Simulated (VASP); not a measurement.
# MgCd3Te4 in VASP: further runs, part 2 of 3

VASP 6.6.1. Earlier steps stand in the parts before.

### Step 3. Single point, PBE

This run uses another cell than the first one, of 28.41 Å³/atom.

INCAR reads:

```
PREC     = Accurate       # precision mode
ENCUT    = 520            # plane-wave cutoff, eV
EDIFF    = 1E-7           # SCF threshold, eV
ISMEAR   = 0              # smearing method
SIGMA    = 0.1            # smearing width, eV
LREAL    = F              # projectors in reciprocal space
LASPH    = T              # aspherical terms in the spheres
NELM     = 80             # most SCF steps
ALGO     = Normal         # electronic algorithm
ISIF     = 2              # what is computed and relaxed
LWAVE    = F              # write WAVECAR
LCHARG   = F              # write CHGCAR
GGA      = PE             # functional
NBANDS   = 41             # bands
```

KPOINTS reads:

```
regular mesh
0
Gamma
  4 4 2
```

POSCAR reads:

```
MgCd3Te4
1.0
    4.3151379500      0.0000000000      0.0000000000
    0.0000000000      4.3151379500      0.0000000000
    0.0000000000      0.0000000000     12.2050532300
Mg Cd Te
1 3 4
Direct
    0.0000000000      0.0000000000      0.0000000000
    0.5000000000      0.5000000000      0.2500000000
    0.0000000000      0.0000000000      0.5000000000
    0.5000000000      0.5000000000      0.7500000000
    0.5000000000      0.0000000000      0.1250000000
    0.0000000000      0.5000000000      0.3750000000
    0.5000000000      0.0000000000      0.6250000000
    0.0000000000      0.5000000000      0.8750000000
```

Potentials or basis: VASP PAW PBE potentials, release 64 (Mg, Cd, Te).

Started as:

```sh
> cat potpaw_PBE.64/Mg/POTCAR potpaw_PBE.64/Cd/POTCAR potpaw_PBE.64/Te/POTCAR > POTCAR
> mpirun -np 1 vasp_std > vasp.out
```

OUTCAR:

```text
PREC = Accurate
   ENCUT = 520
   EDIFF = 1E-7
   ISMEAR = 0
   LREAL = F
   LASPH = T
   NELM = 80
   ISIF = 2
   GGA = PE

 ion  position               nearest neighbor table
   1  0.000  0.000  0.000-   5 2.64   8 2.64   8 2.64   5 2.64
   2  0.500  0.500  0.250-   5 2.64   6 2.64   5 2.64   6 2.64
   3  0.000  0.000  0.500-   6 2.64   7 2.64   6 2.64   7 2.64
   4  0.500  0.500  0.750-   7 2.64   8 2.64   7 2.64   8 2.64
   5  0.500  0.000  0.125-   1 2.64   2 2.64   2 2.64   1 2.64
   6  0.000  0.500  0.375-   2 2.64   3 2.64   3 2.64   2 2.64
   7  0.500  0.000  0.625-   3 2.64   4 2.64   4 2.64   3 2.64
   8  0.000  0.500  0.875-   1 2.64   4 2.64   1 2.64   4 2.64

  LATTYP: Found a simple tetragonal cell.
 ALAT       =     4.3151379500
 C/A-ratio  =     2.8284271260

  Lattice vectors:

 A1 = (   4.3151379500,   0.0000000000,   0.0000000000)
 A2 = (   0.0000000000,   4.3151379500,   0.0000000000)
 A3 = (   0.0000000000,   0.0000000000,  12.2050532300)

Analysis of symmetry for initial positions (statically):
=====================================================================
 Subroutine PRICEL returns:
 Original cell was already a primitive cell.

 Routine SETGRP: Setting up the symmetry group for a
 simple tetragonal supercell.

 Subroutine GETGRP returns: Found  8 space group operations
 (whereof  8 operations were pure point group operations)
 out of a pool of 16 trial point group operations.

The static configuration has the point symmetry D_2d.

Analysis of symmetry for dynamics (positions and initial velocities):
=====================================================================
 Subroutine PRICEL returns:
 Original cell was already a primitive cell.

 Routine SETGRP: Setting up the symmetry group for a
 simple tetragonal supercell.

 Subroutine GETGRP returns: Found  8 space group operations
[... 124 lines left out ...]
  Fermi-wavevector in a.u.,A,eV,Ry     =   1.061767  2.006448 15.338504  1.127348
  Thomas-Fermi vector in A             =   2.197194
   LORBIT       =      0    0 simple, 1 ext, 2 COOP (PROOUT), +10 PAW based schemes
   GGA     = PE    functional components
   LHFCALC =     F    Hartree Fock is set to
   AEXX    =    0.0000 exact exchange contribution
   IVDW    =     0    specifies the selected vdW correction
   LEPSILON=     F    determine dielectric tensor
   LRPA    =     F    only Hartree local field effects (RPA)
 non-spin polarized calculation
 Gauss-broadening in eV      SIGMA  =   0.10
  energy-cutoff  :      520.00
  volume of cell :      227.26
 maximum number of plane-waves:      6168
   NGX = 17   NGY = 17   NGZ = 45

 number of electron      61.9999987 magnetization

 Free energy of the ion-electron system (eV)
  ---------------------------------------------------
  ext. energy  EPLUGINS =         0.00000000
  ---------------------------------------------------
  free energy    TOTEN  =       -18.59277316 eV

  energy without entropy =      -18.59277316  energy(sigma->0) =      -18.59277316

 E-fermi :   4.4606     XC(G=0):  -9.1809

 val. band max:        3.9965339283   @ k =   0.0000   0.0000   0.0000
 cond. band min:       5.7166989915   @ k =   0.0000   0.0000   0.0000
 fundamental gap:      1.7201650632
 Fermi energy:         4.4605557953

 k-point     1 :       0.0000    0.0000    0.0000
  band No.  band energies     occupation
      1      -8.0992      2.00000
      2      -7.7022      2.00000
      3      -7.5984      2.00000
      4      -7.1534      2.00000
      5      -4.8848      2.00000
      6      -4.8848      2.00000
[... 517 lines left out ...]
     40      11.8876      0.00000
     41      11.8877      0.00000

------------------------ aborting loop because EDIFF is reached ----------------------------------------

  FORCE on cell =-STRESS in cart. coord.  units (eV):
  Direction    XX          YY          ZZ          XY          YZ          ZX
  --------------------------------------------------------------------------------------
  -------------------------------------------------------------------------------------
  Total       20.3963677     20.3963677     19.8152329      0.0000000      0.0000000      0.0000000
  in kB      143.7918824    143.7918824    139.6949535      0.0000000      0.0000000      0.0000000
  external PRESSURE =     142.4262394 kB  Pullay stress =       0.0000000 kB

 VOLUME and BASIS-vectors are now :
 -----------------------------------------------------------------------------
  energy-cutoff  :      520.00
  volume of cell :      227.26
      direct lattice vectors                 reciprocal lattice vectors
     4.315137950  0.000000000  0.000000000     0.231742302  0.000000000  0.000000000
     0.000000000  4.315137950  0.000000000     0.000000000  0.231742302  0.000000000
     0.000000000  0.000000000 12.205053230     0.000000000  0.000000000  0.081933276

 POSITION                                       TOTAL-FORCE (eV/Angst)
 -----------------------------------------------------------------------------------
      0.00000      0.00000      0.00000        -0.000000      0.000000      0.000000
      2.15757      2.15757      3.05126        -0.000000     -0.000000      0.007166
      0.00000      0.00000      6.10253        -0.000000      0.000000      0.000000
      2.15757      2.15757      9.15379        -0.000000     -0.000000     -0.007166
      2.15757      0.00000      1.52563        -0.000000      0.000000     -0.712514
      0.00000      2.15757      4.57689         0.000000      0.000000      0.009573
      2.15757      0.00000      7.62816        -0.000000      0.000000     -0.009573
      0.00000      2.15757     10.67942        -0.000000      0.000000      0.712514
 -----------------------------------------------------------------------------------
    total drift:                                0.000000     -0.000000      0.000000

  FREE ENERGIE OF THE ION-ELECTRON SYSTEM (eV)
  ---------------------------------------------------
  free  energy   TOTEN  =       -18.5927731557 eV

  energy  without entropy=      -18.5927731557  energy(sigma->0) =      -18.59277316
```

OSZICAR:

```text
N       E                     dE             d eps       ncg     rms          rms(c)
DAV:   1     0.395316272332E+03    0.39532E+03   -0.27138E+04   984   0.132E+03
DAV:   2     0.354727486109E+01   -0.39177E+03   -0.37531E+03  1101   0.306E+02
DAV:   3    -0.191865702411E+02   -0.22734E+02   -0.22567E+02  1139   0.732E+01
DAV:   4    -0.195590410027E+02   -0.37247E+00   -0.37217E+00  1191   0.839E+00
DAV:   5    -0.195636016085E+02   -0.45606E-02   -0.45598E-02  1173   0.995E-01    0.144E+01
DAV:   6    -0.186641450467E+02    0.89946E+00   -0.18830E+00  1141   0.120E+01    0.110E+01
DAV:   7    -0.186134000033E+02    0.50745E-01   -0.14195E+00  1173   0.520E+00    0.235E+00
DAV:   8    -0.185959064222E+02    0.17494E-01   -0.18932E-01  1115   0.356E+00    0.197E+00
DAV:   9    -0.185930856935E+02    0.28207E-02   -0.26809E-02  1171   0.889E-01    0.565E-01
DAV:  10    -0.185926614344E+02    0.42426E-03   -0.56069E-03  1114   0.562E-01    0.148E-01
DAV:  11    -0.185926903825E+02   -0.28948E-04   -0.77652E-04  1133   0.149E-01    0.838E-02
DAV:  12    -0.185927500971E+02   -0.59715E-04   -0.15298E-04  1130   0.464E-02    0.490E-02
DAV:  13    -0.185927700788E+02   -0.19982E-04   -0.46988E-05  1117   0.471E-02    0.158E-02
DAV:  14    -0.185927737544E+02   -0.36756E-05   -0.91948E-06  1173   0.109E-02    0.200E-02
DAV:  15    -0.185927727586E+02    0.99582E-06   -0.65815E-06  1126   0.117E-02    0.204E-03
DAV:  16    -0.185927730331E+02   -0.27449E-06   -0.44878E-07  1099   0.308E-03    0.151E-03
DAV:  17    -0.185927731340E+02   -0.10084E-06   -0.71833E-08   829   0.111E-03    0.101E-03
DAV:  18    -0.185927731557E+02   -0.21742E-07   -0.25061E-08   760   0.724E-04
   1 F= -.18592773E+02 E0= -.18592773E+02  d E =-.158670E-11
```

stdout:

```text
POSCAR found type information on POSCAR MgCdTe
 POSCAR found :  3 types and       8 ions
 scaLAPACK will be used
 LDA part: xc-table for (Slater+PW92), standard interpolation
 POSCAR, INCAR and KPOINTS ok, starting setup
 FFT: planning ... GRIDC
 FFT: planning ... GRID_SOFT
 FFT: planning ... GRID
 WAVECAR not read
 entering main loop
```

Run time: 1.9 min. Hardware: 1 thread of Intel Xeon Platinum 8488C (Sapphire Rapids), shared host; peak memory 0.36 GiB.

Results:

```
Free energy            : -18.5928 eV
Pressure               : 14.2 GPa
Largest force          : 0.713 eV/Å
Band gap on the k mesh : 1.72 eV
```

Forces on the atoms (eV/Å):
```
Mg   0.000  0.000  0.000
Cd   0.000  0.000  0.007
Cd   0.000  0.000  0.000
Cd   0.000  0.000 -0.007
Te   0.000  0.000 -0.713
Te   0.000  0.000  0.010
Te   0.000  0.000 -0.010
Te   0.000  0.000  0.713
```

Caveat: the cell stands under pressure; spin-orbit coupling is left out, which moves the levels of the heavy elements.

### Step 4. Single point, PBE

INCAR reads:

```
  PREC = Accurate
  ENCUT = 520
  EDIFF = 1E-7
  ISMEAR = 0
  SIGMA = 0.1
  LREAL = False
  LASPH = True
  NELM = 100
  ALGO = Normal
  ISIF = 2
  LWAVE = False
  LCHARG = False
  GGA = PE
  NBANDS = 41
```

KPOINTS reads:

```
regular mesh
0
Gamma
  4 4 1
```

POSCAR reads:

```
MgCd3Te4
1.0
    4.6853302259     -0.0001972784      0.0001745832
   -0.0002670972      4.6915165446     -0.0000557499
   -0.0000918619      0.0001000545     13.0392237993
Mg Cd Te
1 3 4
Direct
    0.0008583057      0.0003899344     -0.0000381141
    0.4997988693      0.5001704132      0.2473263207
   -0.0004563550     -0.0008828908      0.4999169368
    0.4997552425      0.5003746239      0.7525480898
    0.5007235357      0.0001123925      0.1204503624
   -0.0001888984      0.4993015764      0.3736896694
    0.4996469680      0.0002255950      0.6263971202
   -0.0001376678      0.5003083552      0.8797096147
```

Started as:

```sh
> cat potpaw_PBE.64/Mg/POTCAR potpaw_PBE.64/Cd/POTCAR potpaw_PBE.64/Te/POTCAR > POTCAR
> mpirun -np 1 vasp_std > vasp.out
```

Wall time 2.3 min (1 thread of Intel Xeon Platinum 8488C (Sapphire Rapids), shared host); peak memory 0.41 GiB.

Results (log left out):

| Property | Result |
| --- | --- |
| Free energy | -20.7509 eV |
| Pressure | 0.1 GPa |
| Largest force | 0.012 eV/Å |
| Band gap on the k mesh | 0.95 eV |

Forces on the atoms (eV/Å):
```
Mg  -0.002 -0.002  0.000
Cd   0.001 -0.001 -0.005
Cd   0.002  0.002  0.000
Cd   0.001 -0.001  0.005
Te  -0.002  0.000 -0.012
Te   0.001  0.002  0.005
Te   0.000  0.000 -0.003
Te   0.000  0.000  0.010
```

Levels at points of the mesh, in eV from the valence-band top:
```csv
k point,band 28,band 29,band 30,band 31,band 32,band 33,band 34,band 35
"(0.00, 0.00, 0.00)",-0.85,-0.01,-0.01,0.00,0.95,2.70,2.75,2.95
"(0.50, 0.00, 0.00)",-0.63,-0.60,-0.60,-0.55,1.84,2.19,3.13,3.53
"(0.00, 0.50, 0.00)",-0.63,-0.59,-0.59,-0.55,1.85,2.20,3.14,3.54
"(0.50, 0.50, 0.00)",-1.53,-1.53,-1.53,-1.50,2.60,2.77,2.77,3.08
```

Caveat: the k points lie up to 0.48 Å⁻¹ apart; spin-orbit coupling is left out, which moves the levels of the heavy elements.

### Step 5. Single point, PBE

This run uses another cell than the first one, of 35.65 Å³/atom.

INCAR reads:

```
SYSTEM = MgCd3Te4
  ALGO = Normal
  EDIFF = 1E-6
  ENCUT = 520
  GGA = PE
  ISIF = 2
  ISMEAR = 0
  LASPH = .TRUE.
  LCHARG = .FALSE.
  LREAL = .FALSE.
  LWAVE = .FALSE.
  NBANDS = 41
  NELM = 60
  PREC = Accurate
  SIGMA = 0.1
```

KPOINTS reads:

```
k-points
0
G
  4 4 2
  0 0 0
```

POSCAR reads:

```
MgCd3Te4
1.0
    4.6725677868      0.0000000000      0.0000000000
    0.0000000000      4.6725677868      0.0000000000
    0.0000000000      0.0000000000     13.0638071475
Mg Cd Te
1 3 4
Direct
    0.0000000000      0.0000000000      0.0000000000
    0.5000000000      0.5000000000      0.2475101701
    0.0000000000      0.0000000000      0.5000000000
    0.5000000000      0.5000000000      0.7524898299
    0.5000000000      0.0000000000      0.1205508124
    0.0000000000      0.5000000000      0.3737271703
    0.5000000000      0.0000000000      0.6262728297
    0.0000000000      0.5000000000      0.8794491876
```

Started as:

```sh
> cat potpaw_PBE.64/Mg/POTCAR potpaw_PBE.64/Cd/POTCAR potpaw_PBE.64/Te/POTCAR > POTCAR
> mpirun -np 1 vasp_std > vasp.out
```

Wall time 2.2 min (1 thread of Intel Xeon Platinum 8488C (Sapphire Rapids), shared host); peak memory 0.42 GiB.

It converged, with:

| Property | Result |
| --- | --- |
| Free energy | -20.7638 eV |
| Pressure | 0.3 GPa |
| Largest force | 0.017 eV/Å |
| Band gap on the k mesh | 0.97 eV |

Forces on the atoms (eV/Å):
```
Mg   0.000  0.000  0.000
Cd   0.000  0.000 -0.005
Cd   0.000  0.000  0.000
Cd   0.000  0.000  0.005
Te   0.000  0.000 -0.017
Te   0.000  0.000  0.003
Te   0.000  0.000 -0.003
Te   0.000  0.000  0.017
```

Levels at points of the mesh, in eV from the valence-band top:
| k point | band 27 | band 28 | band 29 | band 30 | band 31 | band 32 | band 33 | band 34 | band 35 | band 36 |
| --- | --- | --- | --- | --- | --- | --- | --- | --- | --- | --- |
| (0.00, 0.00, 0.00) | -0.84 | -0.84 | -0.01 | 0.00 | 0.00 | 0.97 | 2.71 | 2.78 | 2.98 | 3.35 |
| (0.50, 0.00, 0.00) | -0.65 | -0.65 | -0.59 | -0.58 | -0.57 | 1.86 | 2.21 | 3.16 | 3.56 | 5.11 |
| (0.50, 0.50, 0.00) | -1.84 | -1.55 | -1.54 | -1.54 | -1.52 | 2.59 | 2.75 | 2.75 | 3.07 | 4.22 |
| (0.00, 0.00, 0.50) | -0.89 | -0.43 | -0.43 | -0.21 | -0.21 | 1.93 | 2.25 | 2.74 | 2.99 | 3.13 |
| (0.50, 0.00, 0.50) | -1.11 | -0.89 | -0.64 | -0.59 | -0.59 | 2.49 | 2.52 | 2.57 | 3.29 | 4.87 |
| (0.50, 0.50, 0.50) | -1.74 | -1.72 | -1.72 | -1.68 | -1.68 | 3.13 | 3.32 | 3.32 | 3.38 | 3.41 |

Caveat: spin-orbit coupling is left out, which moves the levels of the heavy elements.

(Continued in part 3 of 3.)
